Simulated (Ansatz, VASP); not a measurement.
**Two plane-wave programs on Re**

```
Re
1.0
     2.76639    0.00000    0.00000
    -1.38319    2.39576    0.00000
     0.00000    0.00000    8.93885
Re
4
Direct
  0.66667 0.33333 0.75000
  0.00000 0.00000 0.50000
  0.33333 0.66667 0.25000
  0.00000 0.00000 0.00000
```

Alike in both runs: task relaxation of cell and atoms; functional LDA; k mesh 8 × 8 × 3; occupations fermi-dirac, width 0.05 eV; no spin polarisation.

```csv
,VASP,Ansatz
version,VASP 6.6.1,Ansatz 0.2.0
potentials or method,"VASP PAW LDA potentials, release 64 (Re)",Ansatz PAW
plane-wave cutoff (eV),600,420
valence electrons in the cell,28,60
```

Ansatz gave:

```
gap on the k mesh at the Fermi level, each at its own relaxed structure (eV) : none
relaxed volume (Å³/atom)                                                     : 14.33
relaxed cell length with the largest relative difference (Å)                 : 2.740
```

Estimate VASP's values.

gap on the k mesh at the Fermi level, each at its own relaxed structure (eV): none; relaxed volume (Å³/atom): 14.39; relaxed cell length with the largest relative difference (Å): 2.744.

LDA's correlation is that of Perdew and Zunger in VASP and of Perdew and Wang (1992) in Ansatz. A gap of «none» marks a metal or a gap that the smearing closes. VASP's potentials hold 28 valence electrons a cell and Ansatz's 60, so a difference there can come from the potentials and not from the codes.

Neither program's run includes spin-orbit coupling. Noted on Ansatz's run: the plane-wave basis is chosen anew once the cell has moved, so the energies of steps on either side of that aren't comparable.
